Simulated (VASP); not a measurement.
A run of VASP 6.6.1 is set up as follows.

Contents of INCAR:

```
ALGO     = Normal         # electronic algorithm
EDIFF    = 1E-8           # SCF threshold, eV
ENCUT    = 520            # plane-wave cutoff, eV
GGA      = PS             # functional
IBRION   = 8              # ionic algorithm
ISIF     = 2              # what is computed and relaxed
ISMEAR   = 0              # smearing method
LASPH    = T              # aspherical terms in the spheres
LCHARG   = F              # write CHGCAR
LREAL    = F              # projectors in reciprocal space
LWAVE    = F              # write WAVECAR
NBANDS   = 17             # bands
NELM     = 60             # most SCF steps
NSW      = 1              # ionic steps
PREC     = Accurate       # precision mode
SIGMA    = 0.15           # smearing width, eV
```

Contents of KPOINTS:

```
k-points
0
Gamma
  12 12 12
```

The input POSCAR:

```
BiN
1.0
    3.1375803001      0.0000000000      0.0000000000
    0.0000000000      3.1375803001      0.0000000000
    0.0000000000      0.0000000000      3.1375803001
Bi N
1 1
Direct
    0.0000000000      0.0000000000      0.0000000000
    0.5000000000      0.5000000000      0.5000000000
```

Potentials or basis: VASP PAW PBE potentials, release 64 (Bi_d, N).

The run is started by

```console
$ cat potpaw_PBE.64/Bi_d/POTCAR potpaw_PBE.64/N/POTCAR > POTCAR
$ mpirun -np 1 vasp_std > vasp.out
```

Q: Estimate the highest phonon frequency at Γ, LO-TO splitting left out.

A: 0 cm⁻¹.

Q: Predict the most unstable mode.

A: 251i cm⁻¹.

Phonon frequencies in cm⁻¹ (negative: imaginary):
| q point | frequencies |
| --- | --- |
| (0.000, 0.000, 0.000) | -251 -251 -251 0 0 0 |

Caveat: the cell differs from its parent crystal (phonons by finite displacements); some modes are imaginary.
